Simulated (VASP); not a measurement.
A run of VASP 6.6.1 is set up as follows.

INCAR

```
PREC = Accurate
ENCUT = 600
EDIFF = 1E-6
ISMEAR = -1
SIGMA = 0.05
LREAL = F
LASPH = T
NELM = 100
ALGO = Normal
ISIF = 3
LWAVE = F
LCHARG = F
GGA = RE
IVDW = 12
IBRION = 2
NSW = 80
EDIFFG = -0.02
```

File KPOINTS:

```
Automatic mesh
0
Gamma
  7 7 7
```

File POSCAR:

```
BaS
1.0
    0.0000000000      3.1937500000      3.1937500000
    3.1937500000      0.0000000000      3.1937500000
    3.1937500000      3.1937500000      0.0000000000
Ba S
1 1
Direct
    0.0000000000      0.0000000000      0.0000000000
    0.5000000000      0.5000000000      0.5000000000
```

Potentials or basis: VASP PAW PBE potentials, release 64 (Ba_sv, S).

The run is started by

```sh
$ cat potpaw_PBE.64/Ba_sv/POTCAR potpaw_PBE.64/S/POTCAR > POTCAR
$ mpirun -np 1 vasp_std > vasp.out
```

(1) What does it give for the dispersion energy per atom?

(2) Predict the band gap on the k mesh.

Results:

(1) -0.487 eV.

(2) 2.27 eV, indirect (least direct gap 2.42 eV).

Caveat: the relaxation stopped at its first step, so nothing moved; spin-orbit coupling is left out, which moves the levels of the heavy elements.
